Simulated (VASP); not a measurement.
# PtS2 (P-3m1) in VASP: notebook, part 2 of 2

VASP 6.6.1. The steps go on from the part before.

## (3) Single point, LDA+U, collinear spin, zero start

INCAR

```
SYSTEM = PtS2
PREC = Accurate ; ENCUT = 520
EDIFF = 1E-6 ; ISMEAR = 0
SIGMA = 0.05 ; LREAL = .FALSE.
LASPH = .TRUE. ; NELM = 150
ALGO = Normal ; ISIF = 2
LWAVE = .FALSE. ; LCHARG = .TRUE.
ISPIN = 2 ; MAGMOM = 0 0 0 0 0 0
LORBIT = 11 ; LMAXMIX = 4
LDAU = .TRUE. ; LDAUTYPE = 1
LDAUL = 2 -1 ; LDAUU = 5 0
LDAUJ = 0.9 0 ; LDAUPRINT = 1
LELF = .TRUE. ; LVHAR = .TRUE.
NBANDS = 35
```

KPOINTS

```
regular mesh
0
G
  6 6 2
  0 0 0
```

POSCAR

```
PtS2
1.0
    3.5431995400      0.0000000000      0.0000000000
   -1.7715997700      3.0685008100      0.0000000000
    0.0000000000      0.0000000000     10.0776001800
Pt S
2 4
Direct
    0.0000000000      0.0000000000      0.0000000000
    0.0000000000      0.0000000000      0.5000000000
    0.3333333333      0.6666666667      0.1250000000
    0.6666666667      0.3333333333      0.3750000000
    0.3333333333      0.6666666667      0.6250000000
    0.6666666667      0.3333333333      0.8750000000
```

Potentials or basis: VASP PAW LDA potentials, release 64 (Pt, S).

On the command line:

```bash
cat potpaw_LDA.64/Pt/POTCAR potpaw_LDA.64/S/POTCAR > POTCAR
mpirun -np 1 vasp_std > vasp.out
```

OUTCAR:

```text
SYSTEM = PtS2
   PREC = Accurate
   ENCUT = 520
   EDIFF = 1E-6
   ISMEAR = 0
   LREAL = .FALSE.
   LASPH = .TRUE.
   NELM = 150
   ISIF = 2
   ISPIN = 2
   LORBIT = 11

 ion  position               nearest neighbor table
   1  0.000  0.000  0.000-   3 2.40   6 2.40   6 2.40   3 2.40   6 2.40   3 2.40
   2  0.000  0.000  0.500-   5 2.40   4 2.40   5 2.40   4 2.40   4 2.40   5 2.40
   3  0.333  0.667  0.125-   1 2.40   1 2.40   1 2.40
   4  0.667  0.333  0.375-   2 2.40   2 2.40   2 2.40
   5  0.333  0.667  0.625-   2 2.40   2 2.40   2 2.40
   6  0.667  0.333  0.875-   1 2.40   1 2.40   1 2.40

  LATTYP: Found a hexagonal cell.
 ALAT       =     3.5431995400
 C/A-ratio  =     2.8442090450

  Lattice vectors:

 A1 = (   3.5431995400,   0.0000000000,   0.0000000000)
 A2 = (  -1.7715997700,   3.0685008100,   0.0000000000)
 A3 = (   0.0000000000,   0.0000000000,  10.0776001800)

Analysis of symmetry for initial positions (statically):
=====================================================================
 Subroutine PRICEL returns following result:

  LATTYP: Found a hexagonal cell.
 ALAT       =     3.5431995400
 C/A-ratio  =     1.4221045225
[... 12 lines left out ...]
 Subroutine GETGRP returns: Found 12 space group operations
 (whereof 12 operations were pure point group operations)
 out of a pool of 24 trial point group operations.

The static configuration has the point symmetry D_3d.

Analysis of symmetry for dynamics (positions and initial velocities):
=====================================================================
 Subroutine PRICEL returns following result:

  LATTYP: Found a hexagonal cell.
 ALAT       =     3.5431995400
 C/A-ratio  =     1.4221045225
[... 12 lines left out ...]
 Subroutine GETGRP returns: Found 12 space group operations
 (whereof 12 operations were pure point group operations)
 out of a pool of 24 trial point group operations.

The dynamic configuration has the point symmetry D_3d.

Analysis of structural, dynamic, and magnetic symmetry:
=====================================================================
 Subroutine PRICEL returns following result:

  LATTYP: Found a hexagonal cell.
 ALAT       =     3.5431995400
 C/A-ratio  =     1.4221045225
[... 12 lines left out ...]
 Subroutine GETGRP returns: Found 12 space group operations
 (whereof 12 operations were pure point group operations)
 out of a pool of 24 trial point group operations.

The overall configuration has the point symmetry D_3d.

 Subroutine INISYM returns: Found 12 space group operations
 (whereof 12 operations are pure point group operations),
 and found     2 'primitive' translations

----------------------------------------------------------------------------------------

                                     Primitive cell

  volume of cell :      54.7834

[... 173 lines left out ...]
 -0.0000 -0.0000  0.9313 -0.0000 -0.0000
  0.1164 -0.0000 -0.0000  0.7710  0.0000
 -0.0000  0.1164 -0.0000  0.0000  0.8489

 occupancies and eigenvectors

  o =  0.6872  v =  0.0000 -0.8117  0.0000  0.0000  0.5841  0.0000  0.0000  0.0000  0.0000  0.0000      0.0000  0.0000  0.0000  0.0000  0.0000  0.0000  0.0000  0.0000  0.0000  0.0000
  o =  0.6872  v =  0.5841  0.0000  0.0000 -0.8117  0.0000  0.0000  0.0000  0.0000  0.0000  0.0000      0.0000  0.0000  0.0000  0.0000  0.0000  0.0000  0.0000  0.0000  0.0000  0.0000
  o =  0.6872  v =  0.0000  0.0000  0.0000  0.0000  0.0000  0.0000 -0.8117  0.0000  0.0000  0.5841      0.0000  0.0000  0.0000  0.0000  0.0000  0.0000  0.0000  0.0000  0.0000  0.0000
  o =  0.6872  v =  0.0000  0.0000  0.0000  0.0000  0.0000  0.5841  0.0000  0.0000 -0.8117  0.0000      0.0000  0.0000  0.0000  0.0000  0.0000  0.0000  0.0000  0.0000  0.0000  0.0000
  o =  0.9313  v =  0.0000  0.0000  0.0000  0.0000  0.0000  0.0000 -0.0000 -1.0000 -0.0000 -0.0000      0.0000  0.0000  0.0000  0.0000  0.0000  0.0000  0.0000  0.0000  0.0000  0.0000
  o =  0.9313  v =  0.0000 -0.0000 -1.0000 -0.0000 -0.0000  0.0000  0.0000  0.0000  0.0000  0.0000      0.0000  0.0000  0.0000  0.0000  0.0000  0.0000  0.0000  0.0000  0.0000  0.0000
  o =  0.9327  v =  0.0000 -0.5841  0.0000 -0.0000 -0.8117  0.0000  0.0000  0.0000  0.0000  0.0000      0.0000  0.0000  0.0000  0.0000  0.0000  0.0000  0.0000  0.0000  0.0000  0.0000
  o =  0.9327  v = -0.8117  0.0000  0.0000 -0.5841  0.0000  0.0000  0.0000  0.0000  0.0000  0.0000      0.0000  0.0000  0.0000  0.0000  0.0000  0.0000  0.0000  0.0000  0.0000  0.0000
  o =  0.9327  v =  0.0000  0.0000  0.0000  0.0000  0.0000  0.0000 -0.5841  0.0000 -0.0000 -0.8117      0.0000  0.0000  0.0000  0.0000  0.0000  0.0000  0.0000  0.0000  0.0000  0.0000
  o =  0.9327  v =  0.0000  0.0000  0.0000  0.0000  0.0000 -0.8117  0.0000  0.0000 -0.5841  0.0000      0.0000  0.0000  0.0000  0.0000  0.0000  0.0000  0.0000  0.0000  0.0000  0.0000

 number of electron      44.0000000 magnetization       0.0000000

 Free energy of the ion-electron system (eV)
  ---------------------------------------------------
  ext. energy  EPLUGINS =         0.00000000
  ---------------------------------------------------
  free energy    TOTEN  =       -30.72162134 eV

  energy without entropy =      -30.72162111  energy(sigma->0) =      -30.72162123

 E-fermi :   6.8094     XC(G=0): -10.9884

 val. band max:        6.6664039759   @ k =   0.0000   0.0000   0.0000
 cond. band min:       6.9635929891   @ k =   0.3333   0.3333   0.0000
 fundamental gap:      0.2971890132
 Fermi energy:         6.8094440046

 spin component 1

 k-point     1 :       0.0000    0.0000    0.0000
  band No.  band energies     occupation
      1      -8.5316      1.00000
      2      -8.0240      1.00000
      3      -6.7173      1.00000
      4      -5.6951      1.00000
      5      -0.8962      1.00000
      6      -0.2137      1.00000
[... 507 lines left out ...]
     33      15.0699      0.00000
     34      15.0699      0.00000
 Fermi energy:         6.8094440046

 spin component 2

 k-point     1 :       0.0000    0.0000    0.0000
  band No.  band energies     occupation
      1      -8.5316      1.00000
      2      -8.0240      1.00000
      3      -6.7173      1.00000
      4      -5.6951      1.00000
      5      -0.8962      1.00000
      6      -0.2137      1.00000
[... 507 lines left out ...]
     33      15.0699      0.00000
     34      15.0699      0.00000
 [bands above 34 left out]

------------------------ aborting loop because EDIFF is reached ----------------------------------------

  FORCE on cell =-STRESS in cart. coord.  units (eV):
  Direction    XX          YY          ZZ          XY          YZ          ZX
  --------------------------------------------------------------------------------------
  -------------------------------------------------------------------------------------
  Total       -5.5538632     -5.5538631     -5.6675236      0.0000000      0.0000000      0.0000000
  in kB      -81.2132293    -81.2132292    -82.8752674      0.0000000      0.0000000      0.0000000
  external PRESSURE =     -81.7672420 kB  Pullay stress =       0.0000000 kB

 VOLUME and BASIS-vectors are now :
 -----------------------------------------------------------------------------
  energy-cutoff  :      520.00
  volume of cell :      109.57
      direct lattice vectors                 reciprocal lattice vectors
     3.543199540  0.000000000  0.000000000     0.282230789  0.162946022  0.000000000
    -1.771599770  3.068500810  0.000000000     0.000000000  0.325892044  0.000000000
     0.000000000  0.000000000 10.077600180     0.000000000  0.000000000  0.099229974

 POSITION                                       TOTAL-FORCE (eV/Angst)
 -----------------------------------------------------------------------------------
      0.00000      0.00000      0.00000        -0.000000     -0.000000      0.000000
      0.00000      0.00000      5.03880        -0.000000     -0.000000      0.000000
     -0.00000      2.04567      1.25970         0.000000      0.000000     -0.867601
      1.77160      1.02283      3.77910        -0.000000     -0.000000      0.867601
     -0.00000      2.04567      6.29850         0.000000      0.000000     -0.867601
      1.77160      1.02283      8.81790        -0.000000     -0.000000      0.867601
 -----------------------------------------------------------------------------------
    total drift:                               -0.000000     -0.000000      0.000000

  FREE ENERGIE OF THE ION-ELECTRON SYSTEM (eV)
  ---------------------------------------------------
  free  energy   TOTEN  =       -30.7216213384 eV

  energy  without entropy=      -30.7216211120  energy(sigma->0) =      -30.72162123

 total charge

# of ion       s       p       d       tot
------------------------------------------
    1        0.666   0.731   8.280   9.677
    2        0.666   0.731   8.280   9.677
    3        1.365   2.237   0.000   3.602
    4        1.365   2.237   0.000   3.602
    5        1.365   2.237   0.000   3.602
    6        1.365   2.237   0.000   3.602
--------------------------------------------------
tot          6.790  10.411  16.560  33.761

 magnetization (x)

# of ion       s       p       d       tot
------------------------------------------
    1        0.000   0.000  -0.000  -0.000
    2        0.000   0.000  -0.000  -0.000
    3       -0.000   0.000   0.000   0.000
    4       -0.000   0.000   0.000   0.000
    5       -0.000   0.000   0.000   0.000
    6       -0.000   0.000   0.000   0.000
--------------------------------------------------
tot          0.000   0.000  -0.000   0.000
```

It took 2.1 min on 1 thread of Intel Xeon 8259CL, shared host; peak memory 0.26 GiB.

What came out:

```yaml
Free_energy: -30.7216 eV
Pressure: -8.2 GPa
Largest_force: 0.868 eV/Å
Band_gap_on_the_k_mesh: 0.30 eV
Net_moment: 0.00 μB per cell
Valence_electrons_inside_the_program's_atomic_spheres: Pt 9.68; S 3.60
```

Forces on the atoms (eV/Å):
```
Pt   0.000  0.000  0.000
Pt   0.000  0.000  0.000
S    0.000  0.000 -0.868
S    0.000  0.000  0.868
S    0.000  0.000 -0.868
S    0.000  0.000  0.868
```

Eigenvalues of the final occupation matrices:
```tsv
site	spin	trace	eigenvalues
site 1 d	1	4.17	0.69 0.69 0.93 0.93 0.93
site 1 d	2	4.17	0.69 0.69 0.93 0.93 0.93
site 2 d	1	4.17	0.69 0.69 0.93 0.93 0.93
site 2 d	2	4.17	0.69 0.69 0.93 0.93 0.93
```

Caveat: the cell stands under tension; spin-orbit coupling is left out, which moves the levels of the heavy elements.

## (4) Single point, LDA+U, collinear spin

INCAR

```
SYSTEM = PtS2
PREC     = Accurate       ! precision mode
ENCUT    = 520            ! plane-wave cutoff, eV
EDIFF    = 1E-6           ! SCF threshold, eV
ISMEAR   = 0              ! smearing method
SIGMA    = 0.05           ! smearing width, eV
LREAL    = .False.        ! projectors in reciprocal space
LASPH    = .True.         ! aspherical terms in the spheres
NELM     = 150            ! most SCF steps
ALGO     = Normal         ! electronic algorithm
ISIF     = 2              ! what is computed and relaxed
LWAVE    = .False.        ! write WAVECAR
LCHARG   = .False.        ! write CHGCAR
ISPIN    = 2              ! spin polarisation
MAGMOM   = 2 2 0 0 0 0    ! initial moments
LORBIT   = 11             ! projections on sites
NUPDOWN  = 4.0            ! fixed moment
LMAXMIX  = 4              ! l up to which the mixer works
LDAU     = .True.         ! DFT+U
LDAUTYPE = 1            
LDAUL    = 2 -1           ! shell
LDAUU    = 5 0            ! U, eV
LDAUJ    = 0.9 0        
LDAUPRINT= 1            
GGA      = CA             ! functional
NBANDS   = 35             ! bands
```

KPOINTS

```
regular mesh
0
Gamma
  6 6 2
  0 0 0
```

POSCAR is that of step 3.

Potentials or basis: VASP PAW LDA potentials, release 64 (Pt, S).

On the command line:

```bash
cat potpaw_LDA.64/Pt/POTCAR potpaw_LDA.64/S/POTCAR > POTCAR
mpirun -np 1 vasp_std > vasp.out
```

OUTCAR:

```text
SYSTEM = PtS2
   PREC = Accurate
   ENCUT = 520
   EDIFF = 1E-6
   ISMEAR = 0
   LREAL = .False.
   LASPH = .True.
   NELM = 150
   ISIF = 2
   ISPIN = 2
   LORBIT = 11
   NUPDOWN = 4.0
   GGA = CA

 ion  position               nearest neighbor table
   1  0.000  0.000  0.000-   3 2.40   6 2.40   6 2.40   3 2.40   6 2.40   3 2.40
   2  0.000  0.000  0.500-   5 2.40   4 2.40   5 2.40   4 2.40   4 2.40   5 2.40
   3  0.333  0.667  0.125-   1 2.40   1 2.40   1 2.40
   4  0.667  0.333  0.375-   2 2.40   2 2.40   2 2.40
   5  0.333  0.667  0.625-   2 2.40   2 2.40   2 2.40
   6  0.667  0.333  0.875-   1 2.40   1 2.40   1 2.40

  LATTYP: Found a hexagonal cell.
 ALAT       =     3.5431995400
 C/A-ratio  =     2.8442090450

  Lattice vectors:

 A1 = (   3.5431995400,   0.0000000000,   0.0000000000)
 A2 = (  -1.7715997700,   3.0685008100,   0.0000000000)
 A3 = (   0.0000000000,   0.0000000000,  10.0776001800)

Analysis of symmetry for initial positions (statically):
=====================================================================
 Subroutine PRICEL returns following result:

  LATTYP: Found a hexagonal cell.
 ALAT       =     3.5431995400
 C/A-ratio  =     1.4221045225
[... 12 lines left out ...]
 Subroutine GETGRP returns: Found 12 space group operations
[... 1319 lines left out ...]
  in kB      -22.2919895    -22.2919894    -31.6751228      0.0000000     -0.0000000      0.0000000
  external PRESSURE =     -25.4197006 kB  Pullay stress =       0.0000000 kB

 VOLUME and BASIS-vectors are now :
 -----------------------------------------------------------------------------
  energy-cutoff  :      520.00
  volume of cell :      109.57
      direct lattice vectors                 reciprocal lattice vectors
     3.543199540  0.000000000  0.000000000     0.282230789  0.162946022  0.000000000
    -1.771599770  3.068500810  0.000000000     0.000000000  0.325892044  0.000000000
     0.000000000  0.000000000 10.077600180     0.000000000  0.000000000  0.099229974

 POSITION                                       TOTAL-FORCE (eV/Angst)
 -----------------------------------------------------------------------------------
      0.00000      0.00000      0.00000         0.000000     -0.000000      0.000000
      0.00000      0.00000      5.03880         0.000000     -0.000000      0.000000
     -0.00000      2.04567      1.25970         0.000000     -0.000000      0.387154
      1.77160      1.02283      3.77910        -0.000000      0.000000     -0.387154
     -0.00000      2.04567      6.29850         0.000000     -0.000000      0.387154
      1.77160      1.02283      8.81790        -0.000000      0.000000     -0.387154
 -----------------------------------------------------------------------------------
    total drift:                               -0.000000     -0.000000      0.000000

  FREE ENERGIE OF THE ION-ELECTRON SYSTEM (eV)
  ---------------------------------------------------
  free  energy   TOTEN  =       -27.1762237511 eV

  energy  without entropy=      -27.1622800291  energy(sigma->0) =      -27.16925189

 total charge

# of ion       s       p       d       tot
------------------------------------------
    1        0.663   0.660   8.407   9.729
    2        0.663   0.660   8.407   9.729
    3        1.376   2.195   0.000   3.570
    4        1.376   2.195   0.000   3.570
    5        1.376   2.195   0.000   3.570
    6        1.376   2.195   0.000   3.570
--------------------------------------------------
tot          6.828  10.098  16.813  33.739

 magnetization (x)

# of ion       s       p       d       tot
------------------------------------------
    1        0.001   0.067   0.648   0.716
    2        0.001   0.067   0.648   0.716
    3        0.032   0.384   0.000   0.416
    4        0.032   0.384   0.000   0.416
    5        0.032   0.384   0.000   0.416
    6        0.032   0.384   0.000   0.416
--------------------------------------------------
tot          0.129   1.670   1.296   3.094
```

Wall time 2.4 min (1 thread of Intel Xeon 8259CL, shared host); peak memory 0.26 GiB.

What came out:

```yaml
Free_energy: -27.1762 eV
Pressure: -2.5 GPa
Largest_force: 0.387 eV/Å
Net_moment: 4.00 μB per cell
Site_moments: Pt +0.72; S +0.42 μB
Valence_electrons_inside_the_program's_atomic_spheres: Pt 9.73; S 3.57
```

Forces in eV/Å, atoms in the order of the input:
```
Pt   0.000  0.000  0.000
Pt   0.000  0.000  0.000
S    0.000  0.000  0.387
S    0.000  0.000 -0.387
S    0.000  0.000  0.387
S    0.000  0.000 -0.387
```

Stress tensor (GPa, compression positive):
```
-2.23  0.00  0.00
 0.00 -2.23  0.00
 0.00  0.00 -3.17
```

Eigenvalues of the final occupation matrices:
| site | spin | trace | eigenvalues |
| --- | --- | --- | --- |
| site 1 d | 1 | 4.56 | 0.88 0.88 0.94 0.94 0.94 |
| site 1 d | 2 | 3.91 | 0.63 0.63 0.88 0.88 0.89 |
| site 2 d | 1 | 4.56 | 0.88 0.88 0.94 0.94 0.94 |
| site 2 d | 2 | 3.91 | 0.63 0.63 0.88 0.88 0.89 |

Caveat: spin-orbit coupling is left out, which moves the levels of the heavy elements; the total moment is fixed, so each spin has its own Fermi level.
